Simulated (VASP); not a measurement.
# Se (Im-3m) in VASP: notebook

Se is run at these levels: PBEsol; tasks: single point.

Everything below comes from runs of VASP 6.6.1. Logs are shortened: lines on timing, memory, paths and dates and some standing lists are left out, and cuts for length are marked.

## (1) The cell of the first run

The structure is cubic, space group Im-3m (No. 229). The conventional cell has a = 3.409 Å, b = 3.409 Å, c = 3.409 Å, α = 90.00°, β = 90.00°, γ = 90.00°. Within 3.9 Å of Se (site symmetry m-3m) lie 14 Se at 2.95 to 3.41 Å.

## (2) Single point, PBEsol (volume scaled by 1.03)

The input, INCAR:

```
SYSTEM = Se
ALGO = Normal ; EDIFF = 1E-7
ENCUT = 520 ; GGA = PS
ISIF = 2 ; ISMEAR = 0
LASPH = .True. ; LCHARG = .False.
LREAL = .False. ; LWAVE = .False.
NBANDS = 9 ; NELM = 100
PREC = Accurate ; SIGMA = 0.1
```

The input, KPOINTS:

```
k-points
0
Gamma
  18 18 18
  0 0 0
```

The input, POSCAR:

```
Se
1.0
   -1.7043722534      1.7043722534      1.7043722534
    1.7043722534     -1.7043722534      1.7043722534
    1.7043722534      1.7043722534     -1.7043722534
Se
1
Direct
    0.0000000000      0.0000000000      0.0000000000
```

Potentials or basis: VASP PAW PBE potentials, release 64 (Se).

Launch:

```sh
cat potpaw_PBE.64/Se/POTCAR > POTCAR
mpirun -np 1 vasp_std > vasp.out
```

OUTCAR:

```text
SYSTEM = Se
   EDIFF = 1E-7
   ENCUT = 520
   GGA = PS
   ISIF = 2
   ISMEAR = 0
   LASPH = .True.
   LREAL = .False.
   NELM = 100
   PREC = Accurate

 ion  position               nearest neighbor table
   1  0.000  0.000  0.000-

  LATTYP: Found a body centered cubic cell.
 ALAT       =     3.4087445068

  Lattice vectors:

 A1 = (  -1.7043722534,   1.7043722534,   1.7043722534)
 A2 = (   1.7043722534,  -1.7043722534,   1.7043722534)
 A3 = (   1.7043722534,   1.7043722534,  -1.7043722534)

Analysis of symmetry for initial positions (statically):
=====================================================================
 Subroutine PRICEL returns:
 Original cell was already a primitive cell.

 Routine SETGRP: Setting up the symmetry group for a
 body centered cubic supercell.

 Subroutine GETGRP returns: Found 48 space group operations
 (whereof 48 operations were pure point group operations)
 out of a pool of 48 trial point group operations.

The static configuration has the point symmetry O_h .

Analysis of symmetry for dynamics (positions and initial velocities):
=====================================================================
 Subroutine PRICEL returns:
 Original cell was already a primitive cell.

 Routine SETGRP: Setting up the symmetry group for a
 body centered cubic supercell.

 Subroutine GETGRP returns: Found 48 space group operations
 (whereof 48 operations were pure point group operations)
 out of a pool of 48 trial point group operations.

The dynamic configuration has the point symmetry O_h .

 Subroutine INISYM returns: Found 48 space group operations
 (whereof 48 operations are pure point group operations),
 and found     1 'primitive' translations

----------------------------------------------------------------------------------------

                                     Primitive cell

  volume of cell :      19.8040

  direct lattice vectors                    reciprocal lattice vectors
    -1.704372253  1.704372253  1.704372253     0.000000000  0.293363142  0.293363142
     1.704372253 -1.704372253  1.704372253     0.293363142  0.000000000  0.293363142
     1.704372253  1.704372253 -1.704372253     0.293363142  0.293363142  0.000000000

  length of vectors
     2.952059338  2.952059338  2.952059338     0.414878135  0.414878135  0.414878135

  position of ions in fractional coordinates (direct lattice)
     0.000000000  0.000000000  0.000000000

  ion indices of the primitive-cell ions
   primitive index   ion index
                 1           1

----------------------------------------------------------------------------------------

 KPOINTS: k-points

Automatic generation of k-mesh.
 Grid dimensions read from file:
 generate k-points for:   18   18   18

 Generating k-lattice:

  Cartesian coordinates                     Fractional coordinates (reciprocal lattice)
     0.000000000  0.016297952  0.016297952     0.055555556  0.000000000  0.000000000
     0.016297952  0.000000000  0.016297952     0.000000000  0.055555556  0.000000000
     0.016297952  0.016297952  0.000000000     0.000000000  0.000000000  0.055555556

  Length of vectors
     0.023048785  0.023048785  0.023048785

  Shift w.r.t. Gamma in fractional coordinates (k-lattice)
     0.000000000  0.000000000  0.000000000

 Subroutine IBZKPT returns following result:
 ===========================================

 Found    195 irreducible k-points:

 Following reciprocal coordinates:
            Coordinates               Weight
  0.000000  0.000000  0.000000      1.000000
  0.055556  0.000000  0.000000     12.000000
  0.111111  0.000000  0.000000     12.000000
  0.166667  0.000000  0.000000     12.000000
  0.222222  0.000000  0.000000     12.000000
  0.277778  0.000000  0.000000     12.000000
[... 16 lines left out ...]
  0.333333  0.111111 -0.000000     48.000000
  0.388889  0.111111 -0.000000     48.000000
 [... further k-points ...]
   k-points           NKPTS =    195   k-points in BZ     NKDIM =    195   number of bands    NBANDS=      9
   number of dos      NEDOS =    301   number of ions     NIONS =      1
   total plane-waves  NPLWV =  13824
   dimension x,y,z NGX =    24 NGY =   24 NGZ =   24
   dimension x,y,z NGXF=    48 NGYF=   48 NGZF=   48
   ions per type =               1
   NGX,Y,Z   is equivalent  to a cutoff of  13.52, 13.52, 13.52 a.u.
   NGXF,Y,Z  is equivalent  to a cutoff of  27.03, 27.03, 27.03 a.u.
 SYSTEM =  Se
   PREC   = accura    normal or accurate (medium, high low for compatibility)
   ISTART =      0    job   : 0-new  1-cont  2-samecut
   ICHARG =      2    charge: 1-file 2-atom 10-const
   ISPIN  =      1    spin polarized calculation?
   LNONCOLLINEAR =      F non collinear calculations
   LSORBIT =      F    spin-orbit coupling
   LASPH  =      T    aspherical Exc in radial PAW
   ENCUT  =  520.0 eV  38.22 Ry    6.18 a.u.   5.49  5.49  5.49*2*pi/ulx,y,z
   NELM   =    100;   NELMIN=  2; NELMDL= -5     # of ELM steps
   EDIFF  = 0.1E-06   stopping-criterion for ELM
   LREAL  =      F    real-space projection
   EDIFFG = 0.1E-05   stopping-criterion for IOM
   NSW    =      0    number of steps for IOM
   IBRION =     -1    ionic relax: 0-MD 1-quasi-New 2-CG
   NFREE  =      0    steps in history (QN), initial steepest desc. (CG)
   ISIF   =      2    stress and relaxation
   ISYM   =      2    0-nonsym 1-usesym 2-fastsym
   POTIM  = 0.5000    time-step for ionic-motion
   TEBEG  =    0.0;   TEEND  =   0.0 temperature during run
   PSTRESS=    0.0 pullay stress
   NELECT =       6.0000    total number of electrons
   NUPDOWN=      -1.0000    fix difference up-down
   EMIN   =  10.00;   EMAX   =-10.00  energy-range for DOS
   EFERMI =   0.00;   METHOD = LEGACY
   ISMEAR =     0;   SIGMA  =   0.10  broadening in eV -4-tet -1-fermi 0-gaus
   EFERMI_NEDOS =   21; number of points for ismear=-14 and -15
   IALGO  =     38    algorithm
   IMIX   =      4    mixing-type and parameters
     AMIX     =   0.40;   BMIX     =  1.00
     AMIX_MAG =   1.60;   BMIX_MAG =  1.00
  volume/ion in A,a.u.               =      19.80       133.64
  Fermi-wavevector in a.u.,A,eV,Ry     =   1.099531  2.077812 16.449013  1.208968
  Thomas-Fermi vector in A             =   2.235927
   LORBIT       =      0    0 simple, 1 ext, 2 COOP (PROOUT), +10 PAW based schemes
   GGA     = PS    functional components
   LHFCALC =     F    Hartree Fock is set to
   AEXX    =    0.0000 exact exchange contribution
   IVDW    =     0    specifies the selected vdW correction
   LEPSILON=     F    determine dielectric tensor
   LRPA    =     F    only Hartree local field effects (RPA)
 non-spin polarized calculation
 Gauss-broadening in eV      SIGMA  =   0.10
  energy-cutoff  :      520.00
  volume of cell :       19.80
 maximum number of plane-waves:       555
 NGX is ok and might be reduce to    24
   NGX = 11   NGY = 11   NGZ = 11

 number of electron       6.0000000 magnetization

 Free energy of the ion-electron system (eV)
  ---------------------------------------------------
  ext. energy  EPLUGINS =         0.00000000
  ---------------------------------------------------
  free energy    TOTEN  =        -3.39635811 eV

  energy without entropy =       -3.39331836  energy(sigma->0) =       -3.39483823

 E-fermi :   5.7627     XC(G=0): -10.8419

 val. band max:        5.7624697783   @ k =  -0.1667   0.1667   0.1111
 cond. band min:       5.7643764986   @ k =   0.5000   0.0000   0.0000
 fundamental gap:      0.0019067203
 Fermi energy:         5.7626594690

 k-point     1 :       0.0000    0.0000    0.0000
  band No.  band energies     occupation
      1     -10.6550      2.00000
      2       8.8272      0.00000
      3       8.8272      0.00000
      4       8.8272      0.00000
      5      17.0764      0.00000
      6      18.1671      0.00000
      7      18.1671      0.00000
      8      18.1671      0.00000
      9      21.1607      0.00000

 k-point     2 :       0.0556    0.0000    0.0000
  band No.  band energies     occupation
      1     -10.5879      2.00000
      2       8.3899      0.00000
      3       8.6817      0.00000
      4       8.8010      0.00000
      5      17.3185      0.00000
      6      17.8646      0.00000
      7      18.1066      0.00000
      8      18.4564      0.00000
      9      20.4129      0.00000

 k-point     3 :       0.1111    0.0000    0.0000
  band No.  band energies     occupation
      1     -10.3879      2.00000
      2       7.2851      0.00000
      3       8.2982      0.00000
      4       8.7248      0.00000
      5      16.8874      0.00000
      6      17.1873      0.00000
      7      18.7245      0.00000
      8      19.2710      0.00000
      9      20.0966      0.00000

 k-point     4 :       0.1667    0.0000    0.0000
  band No.  band energies     occupation
      1     -10.0592      2.00000
      2       5.8462      0.23755
      3       7.7872      0.00000
      4       8.6061      0.00000
      5      15.8671      0.00000
      6      16.4267      0.00000
      7      19.5437      0.00000
      8      20.2637      0.00000
      9      20.5049      0.00000
[... 205 lines left out ...]
 k-point    22 :       0.2778    0.1111    0.0000
  band No.  band energies     occupation
      1      -8.2640      2.00000
      2       1.3721      2.00000
      3       5.4712      1.99996
      4       7.5696      0.00000
      5      14.1474      0.00000
      6      15.6071      0.00000
      7      19.6192      0.00000
      8      23.1370      0.00000
      9      23.8032      0.00000

 k-point    23 :       0.3333    0.1111   -0.0000
  band No.  band energies     occupation
      1      -7.6444      2.00000
      2       0.2141      2.00000
      3       5.0787      2.00000
      4       7.4126      0.00000
      5      13.7477      0.00000
      6      15.4302      0.00000
      7      20.2049      0.00000
      8      23.8693      0.00000
      9      24.6452      0.00000

 k-point    24 :       0.3889    0.1111   -0.0000
  band No.  band energies     occupation
      1      -7.1401      2.00000
      2      -0.6264      2.00000
      3       4.8428      2.00000
      4       7.3115      0.00000
      5      13.5057      0.00000
      6      15.3168      0.00000
      7      20.9836      0.00000
      8      23.1768      0.00000
      9      25.5498      0.00000

 [... further k-points ...]
[... 5 lines left out ...]
  --------------------------------------------------------------------------------------
  -------------------------------------------------------------------------------------
  Total       -0.2817372     -0.2817372     -0.2817372      0.0000000      0.0000000     -0.0000000
  in kB      -22.7929995    -22.7929995    -22.7929995      0.0000000      0.0000000     -0.0000000
  external PRESSURE =     -22.7929995 kB  Pullay stress =       0.0000000 kB

 VOLUME and BASIS-vectors are now :
 -----------------------------------------------------------------------------
  energy-cutoff  :      520.00
  volume of cell :       19.80
      direct lattice vectors                 reciprocal lattice vectors
    -1.704372253  1.704372253  1.704372253     0.000000000  0.293363142  0.293363142
     1.704372253 -1.704372253  1.704372253     0.293363142  0.000000000  0.293363142
     1.704372253  1.704372253 -1.704372253     0.293363142  0.293363142  0.000000000

 POSITION                                       TOTAL-FORCE (eV/Angst)
 -----------------------------------------------------------------------------------
      0.00000      0.00000      0.00000        -0.000000      0.000000     -0.000000
 -----------------------------------------------------------------------------------
    total drift:                                0.000000     -0.000000     -0.000000

  FREE ENERGIE OF THE ION-ELECTRON SYSTEM (eV)
  ---------------------------------------------------
  free  energy   TOTEN  =        -3.3963581072 eV

  energy  without entropy=       -3.3933183583  energy(sigma->0) =       -3.39483823
```

Wall time 33 s (1 thread of Intel Xeon 8259CL, shared host); peak memory 0.16 GiB.

Results:

* Free energy: -3.3964 eV
* Pressure: -2.3 GPa
* Band gap on the k mesh: zero (band 3 reaches 8.83 eV, above the bottom of band 4 at 2.39 eV)

Caveat: the PAW data sets were made with another functional, which shifts forces and pressure a little.

## (3) Single point, PBEsol (volume scaled by 1.06)

The input, INCAR:

```
ALGO     = Normal         # electronic algorithm
EDIFF    = 1E-6           # SCF threshold, eV
ENCUT    = 520            # plane-wave cutoff, eV
GGA      = PS             # functional
ISIF     = 2              # what is computed and relaxed
ISMEAR   = 0              # smearing method
LASPH    = T              # aspherical terms in the spheres
LCHARG   = T              # write CHGCAR
LELF     = T              # ELF
LREAL    = F              # projectors in reciprocal space
LVHAR    = T            
LWAVE    = F              # write WAVECAR
NBANDS   = 9              # bands
NELM     = 60             # most SCF steps
PREC     = Accurate       # precision mode
SIGMA    = 0.1            # smearing width, eV
```

The input, KPOINTS:

```
k-points
0
Gamma
  18 18 18
```

The input, POSCAR:

```
Se
1.0
   -1.7207614536      1.7207614536      1.7207614536
    1.7207614536     -1.7207614536      1.7207614536
    1.7207614536      1.7207614536     -1.7207614536
Se
1
Direct
    0.0000000000      0.0000000000      0.0000000000
```

Potentials or basis: VASP PAW PBE potentials, release 64 (Se).

Launch:

```sh
cat potpaw_PBE.64/Se/POTCAR > POTCAR
mpirun -np 1 vasp_std > vasp.out
```

Wall time 35 s (1 thread of Intel Xeon 8259CL, shared host); peak memory 0.16 GiB.

It converged, with:

```
Free energy            : -3.3845 eV
Pressure               : -4.3 GPa
Band gap on the k mesh : zero (band 3 reaches 8.32 eV, above the bottom of band 4 at 2.15 eV)
```

Levels at points of the mesh, in eV from the Fermi level:
| k point | band 1 | band 2 | band 3 | band 4 | band 5 | band 6 | band 7 |
| --- | --- | --- | --- | --- | --- | --- | --- |
| (0.00, 0.00, 0.00) | -16.16 | 2.92 | 2.92 | 2.92 | 10.92 | 12.34 | 12.34 |
| (0.50, 0.00, 0.00) | -12.74 | -6.69 | -0.01 | 2.07 | 6.78 | 8.25 | 17.21 |
| (0.50, 0.50, 0.50) | -10.40 | -3.26 | -3.26 | -3.26 | 3.96 | 3.96 | 22.54 |

Caveat: the PAW data sets were made with another functional, which shifts forces and pressure a little.
